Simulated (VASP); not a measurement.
Re:

```
CELL_PARAMETERS angstrom
0.00000 1.97500 1.97500
1.97500 0.00000 1.97500
1.97500 1.97500 0.00000
ATOMIC_POSITIONS crystal
Re 0.00000 0.00000 0.00000
```

- Program: VASP 6.6.1
- Task: relaxation of cell and atoms
- Functional: RPBE
- Potentials or basis: VASP PAW PBE potentials, release 64 (Re)
- Cutoff: 600 eV
- k mesh: 12 × 12 × 12
- Occupations: fermi-dirac, width 0.05 eV
- Spin: no spin polarisation

At the start: pressure -6.1 GPa; volume 15.41 Å³/atom.

**Question.** Where does the relaxation end?

**Answer.** Over 4 steps the energy falls by 5.2 meV/atom and the volume is 15.14 Å³/atom (-1.8 %); space group Fm-3m (No. 225, to 0.05 Å).

Step by step:
| step | energy change (eV) | largest force (eV/Å) | pressure (GPa) | volume (Å³) |
| --- | --- | --- | --- | --- |
| 1 | 0.0000 | 0.0000 | -6.06 | 15.41 |
| 2 | 0.0777 | 0.0000 | 28.48 | 14.14 |
| 3 | -0.0052 | 0.0000 | -0.21 | 15.15 |
| 4 | -0.0052 | 0.0000 | -0.03 | 15.14 |

Final structure:
```
Re
1.0
     0.00000    1.96340    1.96340
     1.96340    0.00000    1.96340
     1.96340    1.96340    0.00000
Re
1
Direct
  0.00000 0.00000 0.00000
```

Caveat: the PAW data sets were made with another functional, which shifts forces and pressure a little.
